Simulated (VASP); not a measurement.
Runs of VASP 6.6.1 on TaSi2. The structure is that of space group P6_422 (No. 181), or close to it. The cells are those of the table. 

```csv
cell,gap on the mesh (eV),pressure (GPa)
"a = 4.686, b = 4.686, c = 6.436 Å, angles 90.0, 90.0, 120.0°, 9 atoms",none,(a)
"a = 4.784, b = 4.784, c = 6.504 Å, angles 90.0, 90.0, 120.0°, 9 atoms",none,(b)
"a = 4.784, b = 4.784, c = 6.373 Å, angles 90.0, 90.0, 120.0°, 9 atoms",none,10.1
"a = 4.752, b = 4.752, c = 6.526 Å, angles 90.0, 90.0, 120.0°, 9 atoms",none,6.8
"a = 4.719, b = 4.719, c = 6.481 Å, angles 90.0, 90.0, 120.0°, 9 atoms",none,11.4
```

Alike in all rows: task single point; level PBE; potentials or basis VASP PAW PBE potentials, release 64 (Ta_pv, Si); no spin polarisation; k mesh 11 × 11 × 7; cutoff (eV) 520; smearing fermi-dirac 0.05 eV.

**Question.** Estimate the missing entries.

**Answer.** (a) 16.5; (b) 4.9.

Caveats: the cell stands under pressure; spin-orbit coupling is left out, which moves the levels of the heavy elements.

A k mesh can miss the band edges, and the runs leave out spin-orbit coupling on Ta.

A gap of «none» marks levels without a gap at the run's occupations.
